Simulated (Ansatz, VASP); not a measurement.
## Ta4C3: VASP beside Ansatz

INCAR

```
SYSTEM = Ta4C3
  ALGO = Normal
  EDIFF = 1E-6
  ENCUT = 520
  GGA = PS
  ISIF = 2
  ISMEAR = 0
  LASPH = .True.
  LCHARG = .False.
  LREAL = .False.
  LWAVE = .False.
  NBANDS = 37
  NELM = 100
  PREC = Accurate
  SIGMA = 0.15
```

File KPOINTS:

```
k-points
0
Gamma
  10 10 10
  0 0 0
```

File POSCAR:

```
Ta4C3
1.0
    4.4026021986      0.0000000000      0.0000000000
    0.0000000000      4.4026021986      0.0000000000
    0.0000000000      0.0000000000      4.4026021986
Ta C
4 3
Direct
    0.0000000000      0.5000000000      0.5000000000
    0.5000000000      0.0000000000      0.5000000000
    0.5000000000      0.5000000000      0.0000000000
   -0.0227138396      0.0000000000      0.0000000000
    0.5000000000      0.0000000000      0.0000000000
    0.0000000000      0.5000000000      0.0000000000
    0.0000000000      0.0000000000      0.5000000000
```

Input for Ansatz:

```yaml
crystal:
  lattice:
    - [4.4026021986, 0.0, 0.0]
    - [0.0, 4.4026021986, 0.0]
    - [0.0, 0.0, 4.4026021986]
  atoms:
    - { symbol: Ta, position: [0.0, 0.5, 0.5] }
    - { symbol: Ta, position: [0.5, 0.0, 0.5] }
    - { symbol: Ta, position: [0.5, 0.5, 0.0] }
    - { symbol: Ta, position: [-0.0227138396, 0.0, 0.0] }
    - { symbol: C, position: [0.5, 0.0, 0.0] }
    - { symbol: C, position: [0.0, 0.5, 0.0] }
    - { symbol: C, position: [0.0, 0.0, 0.5] }
basis:
  ecutwfc: 420
kpoints:
  mp_grid: { grid: [10, 10, 10] }
hamiltonian:
  xc: pbesol
scf:
  occupations: { method: gaussian, width: 0.15 }
output:
  forces: true
  stress: true
  eigenvalues: true
```

Alike in both runs: task single point; functional PBEsol; k mesh 10 × 10 × 10; occupations gaussian, width 0.15 eV; no spin polarisation.

|  | VASP | Ansatz |
| --- | --- | --- |
| version | VASP 6.6.1 | Ansatz 0.2.0 |
| potentials or method | VASP PAW PBE potentials, release 64 (Ta_pv, C), cutoff 520 eV | scalar-relativistic, plane waves, PAW |
| valence electrons in the cell | 56 | 64 |

```csv
,VASP,Ansatz,Ansatz less VASP
gap on the k mesh at the Fermi level (eV),none,none,-
pressure (GPa),1.4,0.7,-0.69
"traceless stress, the component that is largest in VASP (GPa)",1.08,1.06,-0.012
rms of the force components (eV/Å),0.448,0.445,-0.0025
```

VASP's potentials were made for PBE, not for PBEsol. Atom by atom the forces differ by 0.004 eV/Å (rms over components). A gap of «none» marks a metal or a gap that the smearing closes. VASP's potentials hold 56 valence electrons a cell and Ansatz's 64, so a difference there can come from the potentials and not from the codes.

Spin-orbit coupling is off throughout.
